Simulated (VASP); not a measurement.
Input of a VASP 6.6.1 run:

Contents of INCAR:

```
PREC = Accurate ; ENCUT = 520
EDIFF = 1E-6 ; ISMEAR = 0
SIGMA = 0.1 ; LREAL = F
LASPH = T ; NELM = 60
ALGO = Normal ; ISIF = 2
LWAVE = F ; LCHARG = F
GGA = PE ; NBANDS = 46
```

The input KPOINTS:

```
regular mesh
0
Gamma
  6 6 6
```

The input POSCAR:

```
LuSi2Ge3
1.0
    3.4268969480      1.9785198755      3.0877642062
   -3.4268969480      1.9785198755      3.0877642062
    0.0000000000     -3.9570397509      3.0877642063
Lu Si Ge
1 2 3
Direct
    0.5000000000      0.5000000000      0.5000000000
    0.8067024879      0.8067024879      0.8067024879
    0.1932975121      0.1932975121      0.1932975121
    0.2801872687      0.7198127313      0.0000000000
    0.0000000000      0.2801872687      0.7198127313
    0.7198127313      0.0000000000      0.2801872687
```

Potentials or basis: VASP PAW PBE potentials, release 64 (Lu, Si, Ge_d).

Launch:

```console
$ cat potpaw_PBE.64/Lu/POTCAR potpaw_PBE.64/Si/POTCAR potpaw_PBE.64/Ge_d/POTCAR > POTCAR
$ mpirun -np 1 vasp_std > vasp.out
```

Q: Predict the largest force.

A: 0.009 eV/Å.

Q: What does it give for the band gap on the k mesh?

A: Zero (an odd number of electrons rules out a gap without spin polarisation).

Stress tensor (GPa, compression positive):
```
0.03 0.00 0.00
0.00 0.03 0.00
0.00 0.00 0.13
```

Caveat: spin-orbit coupling is left out, which moves the levels of the heavy elements.
